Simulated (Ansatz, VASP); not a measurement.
HfN in VASP and in Ansatz

```
Hf N
1.0
     0.00000    2.25079    2.25079
     2.25076    0.00003    2.25076
     2.25078    2.25079    0.00000
Hf N
1 1
Direct
  0.00000 0.00000 0.00000
  0.50000 0.50000 0.50000
```

Change from the starting cell: atom 2 moved 0.45 Å; relaxed back.

Alike in both runs: functional PBEsol; k mesh 14 × 14 × 14; occupations gaussian, width 0.15 eV; no spin polarisation.

Ansatz relaxed the structure, and its values are those at the end. VASP's run is a single point on that final structure, the one shown.

```csv
,VASP,Ansatz
version,VASP 6.6.1,Ansatz 0.2.0
potentials or method,"VASP PAW PBE potentials, release 64 (Hf_pv, N), cutoff 520 eV","scalar-relativistic, plane waves, PAW"
valence electrons in the cell,15,31
```

|  | VASP | Ansatz | Ansatz less VASP |
| --- | --- | --- | --- |
| gap on the k mesh at the Fermi level (eV) | none | none | - |
| pressure (GPa) | -2.1 | 0.0 | +2.18 |

VASP's potentials were made for PBE, not for PBEsol. A gap of «none» marks a metal or a gap that the smearing closes. With one functional, cell and mesh, what is left measures potentials, basis and numerics. VASP's potentials hold 15 valence electrons a cell and Ansatz's 31, so a difference there can come from the potentials and not from the codes.

Neither program's run includes spin-orbit coupling.
